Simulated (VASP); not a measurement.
# BeS (I-4m2) in VASP: a series of runs

The runs below take BeS through single point, with PBE.

Everything below comes from runs of VASP 6.6.1. Logs are shortened: lines on timing, memory, paths and dates and some standing lists are left out, and cuts for length are marked.

## Step 1: The cell of the first run

The structure is tetragonal, space group I-4m2 (No. 119). Conventional cell: a = 3.429 Å, b = 3.429 Å, c = 4.777 Å, α = 90.00°, β = 90.00°, γ = 90.00°. Within 2.8 Å of Be (site symmetry -4m2) lie 4 S at 2.09 Å. Within 2.8 Å of S (site symmetry -4m2) lie 4 Be at 2.09 Å.

## Step 2: Single point, PBE (strain +0.000 along x and y, -0.015 along z)

INCAR

```
ALGO = Normal ; EDIFF = 1E-7
ENCUT = 520 ; GGA = PE
ISIF = 2 ; ISMEAR = 0
LASPH = T ; LCHARG = F
LREAL = F ; LWAVE = F
NBANDS = 11 ; NELM = 80
PREC = Accurate ; SIGMA = 0.05
```

KPOINTS

```
k-points
0
Gamma
  8 8 8
```

POSCAR

```
BeS
1.0
    0.0000000000      2.4250000000      2.3886250000
    2.4250000000      0.0000000000      2.3886250000
    2.4250000000      2.4250000000      0.0000000000
Be S
1 1
Direct
    0.0000000000      0.0000000000      0.0000000000
    0.7500000000      0.7500000000      0.7500000000
```

Potentials or basis: VASP PAW PBE potentials, release 64 (Be, S).

Command:

```
$ cat potpaw_PBE.64/Be/POTCAR potpaw_PBE.64/S/POTCAR > POTCAR
$ mpirun -np 1 vasp_std > vasp.out
```

OUTCAR:

```text
EDIFF = 1E-7
   ENCUT = 520
   GGA = PE
   ISIF = 2
   ISMEAR = 0
   LASPH = T
   LREAL = F
   NELM = 80
   PREC = Accurate

 ion  position               nearest neighbor table
   1  0.000  0.000  0.000-   2 2.09   2 2.09   2 2.09   2 2.09
   2  0.750  0.750  0.750-   1 2.09   1 2.09   1 2.09   1 2.09

  LATTYP: Found a body centered tetragonal cell.
 ALAT       =     3.4294678888
 C/A-ratio  =     1.3930003589

  Lattice vectors:

 A1 = (   0.0000000000,  -2.4250000000,  -2.3886250000)
 A2 = (   0.0000000000,   2.4250000000,  -2.3886250000)
 A3 = (   2.4250000000,   0.0000000000,   2.3886250000)

Analysis of symmetry for initial positions (statically):
=====================================================================
 Subroutine PRICEL returns:
 Original cell was already a primitive cell.

 Routine SETGRP: Setting up the symmetry group for a
 body centered tetragonal supercell.

 Subroutine GETGRP returns: Found  8 space group operations
 (whereof  8 operations were pure point group operations)
 out of a pool of 16 trial point group operations.

The static configuration has the point symmetry D_2d.

Analysis of symmetry for dynamics (positions and initial velocities):
=====================================================================
 Subroutine PRICEL returns:
 Original cell was already a primitive cell.

 Routine SETGRP: Setting up the symmetry group for a
 body centered tetragonal supercell.

 Subroutine GETGRP returns: Found  8 space group operations
 (whereof  8 operations were pure point group operations)
 out of a pool of 16 trial point group operations.

The dynamic configuration has the point symmetry D_2d.

 Subroutine INISYM returns: Found  8 space group operations
 (whereof  8 operations are pure point group operations),
 and found     1 'primitive' translations

----------------------------------------------------------------------------------------

                                     Primitive cell

  volume of cell :      28.0932

  direct lattice vectors                    reciprocal lattice vectors
     0.000000000  2.425000000  2.388625000    -0.206185567  0.206185567  0.209325449
     2.425000000  0.000000000  2.388625000     0.206185567 -0.206185567  0.209325449
     2.425000000  2.425000000  0.000000000     0.206185567  0.206185567 -0.209325449

  length of vectors
     3.403844061  3.403844061  3.429467889     0.358945845  0.358945845  0.358945845

  position of ions in fractional coordinates (direct lattice)
     0.000000000  0.000000000  0.000000000
     0.750000000  0.750000000  0.750000000

  ion indices of the primitive-cell ions
   primitive index   ion index
                 1           1
                 2           2

----------------------------------------------------------------------------------------

 KPOINTS: k-points

Automatic generation of k-mesh.
 Grid dimensions read from file:
 generate k-points for:    8    8    8

 Generating k-lattice:

  Cartesian coordinates                     Fractional coordinates (reciprocal lattice)
    -0.025773196  0.025773196  0.026165681     0.125000000  0.000000000  0.000000000
     0.025773196 -0.025773196  0.026165681     0.000000000  0.125000000  0.000000000
     0.025773196  0.025773196 -0.026165681     0.000000000  0.000000000  0.125000000

  Length of vectors
     0.044868231  0.044868231  0.044868231

  Shift w.r.t. Gamma in fractional coordinates (k-lattice)
     0.000000000  0.000000000  0.000000000

 Subroutine IBZKPT returns following result:
 ===========================================

 Found     59 irreducible k-points:

 Following reciprocal coordinates:
            Coordinates               Weight
  0.000000  0.000000  0.000000      1.000000
  0.125000  0.000000  0.000000      8.000000
  0.250000  0.000000  0.000000      8.000000
  0.375000  0.000000  0.000000      8.000000
  0.500000  0.000000  0.000000      4.000000
  0.125000  0.125000  0.000000      2.000000
[... 16 lines left out ...]
  0.250000  0.000000  0.125000     16.000000
  0.375000  0.000000  0.125000     16.000000
 [... further k-points ...]
   k-points           NKPTS =     59   k-points in BZ     NKDIM =     59   number of bands    NBANDS=     11
   number of dos      NEDOS =    301   number of ions     NIONS =      2
   total plane-waves  NPLWV =  21952
   dimension x,y,z NGX =    28 NGY =   28 NGZ =   28
   dimension x,y,z NGXF=    56 NGYF=   56 NGZF=   56
   ions per type =               1   1
   NGX,Y,Z   is equivalent  to a cutoff of  13.68, 13.68, 13.57 a.u.
   NGXF,Y,Z  is equivalent  to a cutoff of  27.35, 27.35, 27.15 a.u.
 SYSTEM =  unknown system
   PREC   = accura    normal or accurate (medium, high low for compatibility)
   ISTART =      0    job   : 0-new  1-cont  2-samecut
   ICHARG =      2    charge: 1-file 2-atom 10-const
   ISPIN  =      1    spin polarized calculation?
   LNONCOLLINEAR =      F non collinear calculations
   LSORBIT =      F    spin-orbit coupling
   LASPH  =      T    aspherical Exc in radial PAW
   ENCUT  =  520.0 eV  38.22 Ry    6.18 a.u.   6.33  6.33  6.38*2*pi/ulx,y,z
   NELM   =     80;   NELMIN=  2; NELMDL= -5     # of ELM steps
   EDIFF  = 0.1E-06   stopping-criterion for ELM
   LREAL  =      F    real-space projection
   EDIFFG = 0.1E-05   stopping-criterion for IOM
   NSW    =      0    number of steps for IOM
   IBRION =     -1    ionic relax: 0-MD 1-quasi-New 2-CG
   NFREE  =      0    steps in history (QN), initial steepest desc. (CG)
   ISIF   =      2    stress and relaxation
   ISYM   =      2    0-nonsym 1-usesym 2-fastsym
   POTIM  = 0.5000    time-step for ionic-motion
   TEBEG  =    0.0;   TEEND  =   0.0 temperature during run
   PSTRESS=    0.0 pullay stress
   NELECT =       8.0000    total number of electrons
   NUPDOWN=      -1.0000    fix difference up-down
   EMIN   =  10.00;   EMAX   =-10.00  energy-range for DOS
   EFERMI =   0.00;   METHOD = LEGACY
   ISMEAR =     0;   SIGMA  =   0.05  broadening in eV -4-tet -1-fermi 0-gaus
   EFERMI_NEDOS =   21; number of points for ismear=-14 and -15
   IALGO  =     38    algorithm
   IMIX   =      4    mixing-type and parameters
     AMIX     =   0.40;   BMIX     =  1.00
     AMIX_MAG =   1.60;   BMIX_MAG =  1.00
  volume/ion in A,a.u.               =      14.05        94.79
  Fermi-wavevector in a.u.,A,eV,Ry     =   1.077054  2.035338 15.783389  1.160046
  Thomas-Fermi vector in A             =   2.212956
   LORBIT       =      0    0 simple, 1 ext, 2 COOP (PROOUT), +10 PAW based schemes
   GGA     = PE    functional components
   LHFCALC =     F    Hartree Fock is set to
   AEXX    =    0.0000 exact exchange contribution
   IVDW    =     0    specifies the selected vdW correction
   LEPSILON=     F    determine dielectric tensor
   LRPA    =     F    only Hartree local field effects (RPA)
 non-spin polarized calculation
 Gauss-broadening in eV      SIGMA  =   0.05
  energy-cutoff  :      520.00
  volume of cell :       28.09
 maximum number of plane-waves:       766
 NGX is ok and might be reduce to    28
   NGX = 13   NGY = 13   NGZ = 13

 number of electron       8.0000000 magnetization

 Free energy of the ion-electron system (eV)
  ---------------------------------------------------
  ext. energy  EPLUGINS =         0.00000000
  ---------------------------------------------------
  free energy    TOTEN  =       -10.00341473 eV

  energy without entropy =      -10.00341473  energy(sigma->0) =      -10.00341473

 E-fermi :   4.6772     XC(G=0):  -9.7936

 val. band max:        4.3858398346   @ k =   0.0000   0.0000   0.0000
 cond. band min:       7.3305962497   @ k =   0.5000   0.5000   0.0000
 fundamental gap:      2.9447564151
 Fermi energy:         4.6771589428

 k-point     1 :       0.0000    0.0000    0.0000
  band No.  band energies     occupation
      1      -9.4624      2.00000
      2       4.3066      2.00000
      3       4.3066      2.00000
      4       4.3858      2.00000
      5       9.9841      0.00000
      6      10.0043      0.00000
      7      10.0043      0.00000
      8      10.3468      0.00000
      9      17.0091      0.00000
     10      17.3370      0.00000
     11      19.3238      0.00000

 k-point     2 :       0.1250    0.0000    0.0000
  band No.  band energies     occupation
      1      -9.2814      2.00000
      2       3.1136      2.00000
      3       4.0942      2.00000
      4       4.1642      2.00000
      5       9.9709      0.00000
      6      10.3601      0.00000
      7      10.3643      0.00000
      8      11.6044      0.00000
      9      16.3514      0.00000
     10      16.6035      0.00000
     11      19.1352      0.00000

 k-point     3 :       0.2500    0.0000    0.0000
  band No.  band energies     occupation
      1      -8.7817      2.00000
      2       0.9778      2.00000
      3       3.6720      2.00000
      4       3.7738      2.00000
      5       9.9281      0.00000
      6      10.8863      0.00000
      7      10.9416      0.00000
      8      13.7237      0.00000
      9      16.1961      0.00000
     10      16.2900      0.00000
     11      18.6835      0.00000

 k-point     4 :       0.3750    0.0000    0.0000
  band No.  band energies     occupation
      1      -8.1439      2.00000
      2      -0.8145      2.00000
      3       3.3326      2.00000
      4       3.4610      2.00000
      5       9.8756      0.00000
      6      10.9118      0.00000
      7      11.0435      0.00000
      8      15.2098      0.00000
      9      17.5821      0.00000
     10      17.6589      0.00000
     11      18.8959      0.00000

 k-point     5 :       0.5000    0.0000    0.0000
  band No.  band energies     occupation
      1      -7.8094      2.00000
      2      -1.5527      2.00000
      3       3.2088      2.00000
      4       3.3471      2.00000
      5       9.8506      0.00000
      6      10.8234      0.00000
      7      10.9778      0.00000
      8      15.6147      0.00000
      9      19.2340      0.00000
     10      19.4236      0.00000
     11      19.6887      0.00000
[... 211 lines left out ...]
 k-point    21 :       0.5000    0.5000    0.0000
  band No.  band energies     occupation
      1      -7.2037      2.00000
      2      -0.6938      2.00000
      3       1.5587      2.00000
      4       1.5587      2.00000
      5       7.3306      0.00000
      6       9.1427      0.00000
      7      17.2397      0.00000
      8      17.2397      0.00000
      9      20.2216      0.00000
     10      20.7435      0.00000
     11      21.3452      0.00000

 k-point    22 :       0.1250    0.0000    0.1250
  band No.  band energies     occupation
      1      -9.2238      2.00000
      2       3.3372      2.00000
      3       3.7207      2.00000
      4       3.7784      2.00000
      5       9.5588      0.00000
      6      10.9086      0.00000
      7      11.0229      0.00000
      8      11.4404      0.00000
      9      15.1562      0.00000
     10      17.5858      0.00000
     11      19.8591      0.00000

 k-point    23 :       0.2500    0.0000    0.1250
  band No.  band energies     occupation
      1      -8.8314      2.00000
      2       1.6549      2.00000
      3       3.2707      2.00000
      4       3.4555      2.00000
      5       9.6700      0.00000
      6      11.2349      0.00000
      7      11.7948      0.00000
      8      12.3658      0.00000
      9      15.3014      0.00000
     10      17.5984      0.00000
     11      19.9241      0.00000

 k-point    24 :       0.3750    0.0000    0.1250
  band No.  band energies     occupation
      1      -8.2268      2.00000
      2      -0.1857      2.00000
      3       2.9373      2.00000
      4       3.0180      2.00000
      5       9.9210      0.00000
      6      11.2622      0.00000
      7      11.9923      0.00000
      8      13.3081      0.00000
      9      17.1932      0.00000
     10      18.5087      0.00000
     11      19.4620      0.00000

 [... further k-points ...]
[... 5 lines left out ...]
  --------------------------------------------------------------------------------------
  -------------------------------------------------------------------------------------
  Total        0.4562594      0.4562594      0.7091602      0.0000000      0.0000000      0.0000000
  in kB       26.0208184     26.0208184     40.4439443      0.0000000      0.0000000      0.0000000
  external PRESSURE =      30.8285271 kB  Pullay stress =       0.0000000 kB

 VOLUME and BASIS-vectors are now :
 -----------------------------------------------------------------------------
  energy-cutoff  :      520.00
  volume of cell :       28.09
      direct lattice vectors                 reciprocal lattice vectors
     0.000000000  2.425000000  2.388625000    -0.206185567  0.206185567  0.209325449
     2.425000000  0.000000000  2.388625000     0.206185567 -0.206185567  0.209325449
     2.425000000  2.425000000  0.000000000     0.206185567  0.206185567 -0.209325449

 POSITION                                       TOTAL-FORCE (eV/Angst)
 -----------------------------------------------------------------------------------
      0.00000      0.00000      0.00000        -0.000000     -0.000000      0.000000
      3.63750      3.63750      3.58294         0.000000      0.000000     -0.000000
 -----------------------------------------------------------------------------------
    total drift:                               -0.000000     -0.000000      0.000000

  FREE ENERGIE OF THE ION-ELECTRON SYSTEM (eV)
  ---------------------------------------------------
  free  energy   TOTEN  =       -10.0034147259 eV

  energy  without entropy=      -10.0034147259  energy(sigma->0) =      -10.00341473
```

It took 12 s on 1 thread of Intel Xeon 6975P-C (Granite Rapids), shared host; peak memory 0.15 GiB.

Results:

| Quantity | Value |
| --- | --- |
| Free energy | -10.0034 eV |
| Pressure | 3.1 GPa |
| Band gap on the k mesh | 2.94 eV, indirect (least direct gap 5.60 eV) |

Stress tensor (GPa, compression positive):
```
2.60 0.00 0.00
0.00 2.60 0.00
0.00 0.00 4.04
```

Levels at points of the mesh, in eV from the valence-band top:
```
           k point  band 1  band 2  band 3  band 4  band 5  band 6  band 7  band 8  band 9
(0.00, 0.00, 0.00)  -13.85   -0.08   -0.08    0.00    5.60    5.62    5.62    5.96   12.62
(0.50, 0.00, 0.00)  -12.20   -5.94   -1.18   -1.04    5.46    6.44    6.59   11.23   14.85
(0.50, 0.50, 0.00)  -11.59   -5.08   -2.83   -2.83    2.94    4.76   12.85   12.85   15.84
(0.50, 0.00, 0.50)  -11.66   -5.18   -2.72   -2.69    3.06    4.90   12.80   12.88   15.64
```

Caveat: the cell differs from its parent crystal (strain +0.000 along x and y, -0.015 along z).

## Step 3: Single point, PBE (strain -0.015 along x and y, +0.015 along z)

INCAR

```
PREC = Accurate
ENCUT = 520
EDIFF = 1E-6
ISMEAR = 0
SIGMA = 0.05
LREAL = False
LASPH = True
NELM = 80
ALGO = Normal
ISIF = 2
LWAVE = False
LCHARG = False
GGA = PE
NBANDS = 11
```

KPOINTS

```
regular mesh
0
Gamma
  8 8 8
```

POSCAR

```
BeS
1.0
    0.0000000000      2.3886250000      2.4613750000
    2.3886250000      0.0000000000      2.4613750000
    2.3886250000      2.3886250000      0.0000000000
Be S
1 1
Direct
    0.0000000000      0.0000000000      0.0000000000
    0.7500000000      0.7500000000      0.7500000000
```

Potentials or basis: VASP PAW PBE potentials, release 64 (Be, S).

Command:

```
$ cat potpaw_PBE.64/Be/POTCAR potpaw_PBE.64/S/POTCAR > POTCAR
$ mpirun -np 1 vasp_std > vasp.out
```

It took 9.6 s on 1 thread of Intel Xeon 6975P-C (Granite Rapids), shared host; peak memory 0.15 GiB.

It converged, with:

```
Free energy            : -9.9992 eV
Pressure               : 3.1 GPa
Band gap on the k mesh : 2.94 eV, indirect (least direct gap 5.60 eV)
```

Stress tensor (GPa, compression positive):
```
4.14 0.00 0.00
0.00 4.14 0.00
0.00 0.00 1.04
```

Levels at points of the mesh, in eV from the valence-band top:
| k point | band 1 | band 2 | band 3 | band 4 | band 5 | band 6 | band 7 | band 8 | band 9 |
| --- | --- | --- | --- | --- | --- | --- | --- | --- | --- |
| (0.00, 0.00, 0.00) | -13.85 | -0.17 | 0.00 | 0.00 | 5.60 | 5.60 | 5.64 | 5.95 | 12.43 |
| (0.50, 0.00, 0.00) | -12.20 | -5.94 | -1.25 | -0.97 | 5.40 | 6.44 | 6.64 | 11.23 | 14.80 |
| (0.50, 0.50, 0.00) | -11.74 | -5.29 | -2.59 | -2.59 | 3.18 | 5.03 | 12.84 | 12.84 | 15.44 |
| (0.50, 0.00, 0.50) | -11.59 | -5.09 | -2.85 | -2.80 | 2.94 | 4.76 | 12.72 | 12.88 | 15.81 |

Caveat: the cell differs from its parent crystal (strain -0.015 along x and y, +0.015 along z). A k mesh can miss the band edges.

## Step 4: Single point, PBE (strain +0.000 along x and y, +0.030 along z)

INCAR

```
SYSTEM = BeS
PREC = Accurate ; ENCUT = 520
EDIFF = 1E-7 ; ISMEAR = 0
SIGMA = 0.05 ; LREAL = .FALSE.
LASPH = .TRUE. ; NELM = 100
ALGO = Normal ; ISIF = 2
LWAVE = .FALSE. ; LCHARG = .TRUE.
GGA = PE ; LELF = .TRUE.
LVHAR = .TRUE. ; NBANDS = 11
```

KPOINTS

```
Automatic mesh
0
G
  8 8 8
  0 0 0
```

POSCAR

```
BeS
1.0
    0.0000000000      2.4250000000      2.4977500000
    2.4250000000      0.0000000000      2.4977500000
    2.4250000000      2.4250000000      0.0000000000
Be S
1 1
Direct
    0.0000000000      0.0000000000      0.0000000000
    0.7500000000      0.7500000000      0.7500000000
```

Command:

```
$ cat potpaw_PBE.64/Be/POTCAR potpaw_PBE.64/S/POTCAR > POTCAR
$ mpirun -np 1 vasp_std > vasp.out
```

It took 12 s on 1 thread of Intel Xeon 6975P-C (Granite Rapids), shared host; peak memory 0.15 GiB.

Results (log left out):

```yaml
Free_energy: -10.0067 eV
Pressure: -1.2 GPa
Band_gap_on_the_k_mesh: 3.05 eV, indirect (least direct gap 5.58 eV)
```

Stress tensor (GPa, compression positive):
```
-0.23  0.00  0.00
 0.00 -0.23  0.00
 0.00  0.00 -3.19
```

Levels at points of the mesh, in eV from the valence-band top:
```
           k point  band 1  band 2  band 3  band 4  band 5  band 6  band 7  band 8
(0.00, 0.00, 0.00)  -13.55   -0.16    0.00    0.00    5.58    5.62    5.62    5.66
(0.50, 0.00, 0.00)  -12.02   -5.65   -1.18   -0.91    5.26    6.45    6.64   11.02
(0.50, 0.50, 0.00)  -11.59   -5.05   -2.44   -2.44    3.27    5.07   12.48   12.48
(0.50, 0.00, 0.50)  -11.46   -4.86   -2.69   -2.64    3.05    4.80   12.39   12.51
```

Caveat: the cell differs from its parent crystal (strain +0.000 along x and y, +0.030 along z). A k mesh can miss the band edges.

## Step 5: Single point, PBE (strain +0.000 along x and y, +0.015 along z)

INCAR

```
SYSTEM = BeS
PREC = Accurate
ENCUT = 520
EDIFF = 1E-7
ISMEAR = 0
SIGMA = 0.05
LREAL = .FALSE.
LASPH = .TRUE.
NELM = 100
ALGO = Normal
ISIF = 2
LWAVE = .FALSE.
LCHARG = .FALSE.
GGA = PE
NBANDS = 11
```

KPOINTS

```
regular mesh
0
G
  8 8 8
  0 0 0
```

POSCAR

```
BeS
1.0
    0.0000000000      2.4250000000      2.4613750000
    2.4250000000      0.0000000000      2.4613750000
    2.4250000000      2.4250000000      0.0000000000
Be S
1 1
Direct
    0.0000000000      0.0000000000      0.0000000000
    0.7500000000      0.7500000000      0.7500000000
```

Command:

```
$ cat potpaw_PBE.64/Be/POTCAR potpaw_PBE.64/S/POTCAR > POTCAR
$ mpirun -np 1 vasp_std > vasp.out
```

Run time: 12 s. Hardware: 1 thread of Intel Xeon 6975P-C (Granite Rapids), shared host; peak memory 0.15 GiB.

The run converged. Its results:

```
Free energy            : -10.0120 eV
Pressure               : 0.1 GPa
Band gap on the k mesh : 3.08 eV, indirect (least direct gap 5.64 eV)
```

Stress tensor (GPa, compression positive):
```
 0.61  0.00  0.00
 0.00  0.61  0.00
 0.00  0.00 -0.86
```

Levels at points of the mesh, in eV from the valence-band top:
| k point | band 1 | band 2 | band 3 | band 4 | band 5 | band 6 | band 7 | band 8 |
| --- | --- | --- | --- | --- | --- | --- | --- | --- |
| (0.00, 0.00, 0.00) | -13.62 | -0.08 | 0.00 | 0.00 | 5.64 | 5.64 | 5.66 | 5.73 |
| (0.50, 0.00, 0.00) | -12.05 | -5.72 | -1.11 | -0.97 | 5.38 | 6.49 | 6.60 | 11.11 |
| (0.50, 0.50, 0.00) | -11.57 | -5.04 | -2.54 | -2.54 | 3.19 | 5.00 | 12.63 | 12.63 |
| (0.50, 0.00, 0.50) | -11.50 | -4.94 | -2.67 | -2.64 | 3.08 | 4.86 | 12.59 | 12.66 |

Caveat: the cell differs from its parent crystal (strain +0.000 along x and y, +0.015 along z). A k mesh can miss the band edges.

## Step 6: Summary

| cell | gap on the mesh (eV) | pressure (GPa) |
| --- | --- | --- |
| a = 3.404, b = 3.404, c = 3.429 Å, angles 59.8, 59.8, 60.5°, 2 atoms | 2.94 | 3.1 |
| a = 3.430, b = 3.430, c = 3.378 Å, angles 60.5, 60.5, 59.0°, 2 atoms | 2.94 | 3.1 |
| a = 3.481, b = 3.481, c = 3.429 Å, angles 60.5, 60.5, 59.0°, 2 atoms | 3.05 | -1.2 |
| a = 3.455, b = 3.455, c = 3.429 Å, angles 60.2, 60.2, 59.5°, 2 atoms | 3.08 | 0.1 |

Alike in all rows: task single point; level PBE; potentials or basis VASP PAW PBE potentials, release 64 (Be, S); no spin polarisation; k mesh 8 × 8 × 8; cutoff (eV) 520; smearing gaussian 0.05 eV.

Absolute energies hang on the potentials; compare differences alone.
